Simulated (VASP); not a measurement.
A run of VASP 6.6.1 is set up as follows.

Contents of POSCAR:

```
CdSe
1.0
    0.0000000000      3.0287757647      3.0287757647
    3.0287757647      0.0000000000      3.0287757647
    3.0287757647      3.0287757647      0.0000000000
Cd Se
1 1
Direct
    0.0000000000      0.0000000000      0.0000000000
    0.7500000000      0.7500000000      0.7500000000
```

File INCAR.step1:

```
SYSTEM = CdSe
ALGO = Normal ; EDIFF = 1E-4
ENCUT = 520 ; GGA = PE
ISMEAR = 0 ; LASPH = .TRUE.
LCHARG = .FALSE. ; LREAL = .FALSE.
LWAVE = .TRUE. ; NBANDS = 16
NELM = 100 ; PREC = Accurate
SIGMA = 0.01
```

Contents of INCAR.step2:

```
SYSTEM = CdSe
ALGO = Normal ; EDIFF = 1E-6
ENCUT = 520 ; ISIF = 2
ISMEAR = 0 ; ISTART = 1
LASPH = .TRUE. ; LCHARG = .FALSE.
LMIXTAU = .TRUE. ; LREAL = .FALSE.
LWAVE = .FALSE. ; METAGGA = R2SCAN
NBANDS = 16 ; NELM = 100
PREC = Accurate ; SIGMA = 0.01
```

File KPOINTS:

```
k-points
0
G
  6 6 6
  0 0 0
```

Potentials or basis: VASP PAW PBE potentials, release 64 (Cd, Se).

Run with:

```bash
$ cat potpaw_PBE.64/Cd/POTCAR potpaw_PBE.64/Se/POTCAR > POTCAR
$ cp INCAR.step1 INCAR
$ mpirun -np 1 vasp_std > vasp.out
$ cp INCAR.step2 INCAR
$ mpirun -np 1 vasp_std > vasp.out
```

(1) What does it give for the band gap on the k mesh?

(2) What does it give for the pressure?

Answers

(1) 1.11 eV, direct.

(2) 2.4 GPa.

Caveat: the PAW data sets were made with another functional, which shifts forces and pressure a little.
